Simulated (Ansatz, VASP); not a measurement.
# HfZr3Se8 in VASP and in Ansatz

```xyz
12
Lattice="7.5837 0.0000 0.0000 -3.7918 6.5676 0.0000 0.0000 0.0000 6.9210" Properties=species:S:1:pos:R:3 pbc="T T T"
Zr   -1.8959    3.2838    0.0000
Zr    3.7918    0.0000    0.0000
Zr    1.8959    3.2838    0.0000
Hf    0.0000    0.0000    0.0000
Se    1.8835    1.0875    5.3400
Se    0.0000    4.3784    5.3361
Se    5.7001    1.0875    5.3400
Se    3.7918    4.3927    5.3400
Se    0.0000    2.1749    1.5810
Se   -1.9083    5.4802    1.5810
Se    3.7918    2.1892    1.5849
Se    1.9083    5.4802    1.5810
```

Alike in both runs: task single point; functional PBE; k mesh 3 × 3 × 4; occupations gaussian, width 0.1 eV; no spin polarisation.

|  | VASP | Ansatz |
| --- | --- | --- |
| version | VASP 6.6.1 | Ansatz 0.2.0 |
| potentials or method | VASP PAW PBE potentials, release 64 (Zr_sv, Hf_pv, Se), cutoff 520 eV | scalar-relativistic, plane waves, PAW |
| valence electrons in the cell | 94 | 190 |

Ansatz gave:

```
gap on the k mesh at the Fermi level (eV)                     : 0.40
least direct gap on the mesh (eV)                             : 0.44
pressure (GPa)                                                : 0.1
traceless stress, the component that is largest in VASP (GPa) : -0.20
rms of the force components (eV/Å)                            : 0.009
```

Task: What did VASP give for the same quantities?

Result: gap on the k mesh at the Fermi level (eV): 0.40; least direct gap on the mesh (eV): 0.44; pressure (GPa): 0.1; traceless stress, the component that is largest in VASP (GPa): -0.19; rms of the force components (eV/Å): 0.015.

Atom by atom the forces differ by 0.012 eV/Å (rms over components). The functional is the same, so the differences come from potentials, cutoffs and numerics. VASP's potentials hold 94 valence electrons a cell and Ansatz's 190, so a difference there can come from the potentials and not from the codes.

Spin-orbit coupling is off throughout.
